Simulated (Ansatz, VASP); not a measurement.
F: VASP beside Ansatz

```
CELL_PARAMETERS angstrom
3.30092 -1.80802 -0.25460
3.30092 1.80802 -0.25460
-2.50872 0.00000 7.25166
ATOMIC_POSITIONS crystal
F 0.08485 0.08485 0.09400
F 0.91515 0.91515 0.90600
F 0.50157 0.50157 0.59372
F 0.49843 0.49843 0.40628
```

Change from the starting cell: volume 21.062 Å^3 an atom, stretch along a over the lengths across it, relative to the relaxed cell 1.0493.

Alike in both runs: task single point; functional PBEsol; k mesh 4 × 4 × 2; occupations gaussian, width 0.05 eV; no spin polarisation.

|  | VASP | Ansatz |
| --- | --- | --- |
| version | VASP 6.6.1 | Ansatz 0.2.0 |
| potentials or method | VASP PAW PBE potentials, release 64 (F), cutoff 520 eV | scalar-relativistic, plane waves, PAW |
| valence electrons in the cell | 28 | 28 |

```csv
,VASP,Ansatz,Ansatz less VASP
gap on the k mesh at the Fermi level (eV),2.74,2.82,+0.072
least direct gap on the mesh (eV),2.82,2.89,+0.072
pressure (GPa),-1.8,-2.0,-0.23
"traceless stress, the component that is largest in VASP (GPa)",-1.87,-2.96,-1.092
rms of the force components (eV/Å),0.381,0.595,+0.2144
```

VASP's potentials were made for PBE, not for PBEsol. Atom by atom the forces differ by 0.214 eV/Å (rms over components). The functional is the same, so the differences come from potentials, cutoffs and numerics.

The k mesh is coarse, so the values compare programs but aren't converged.
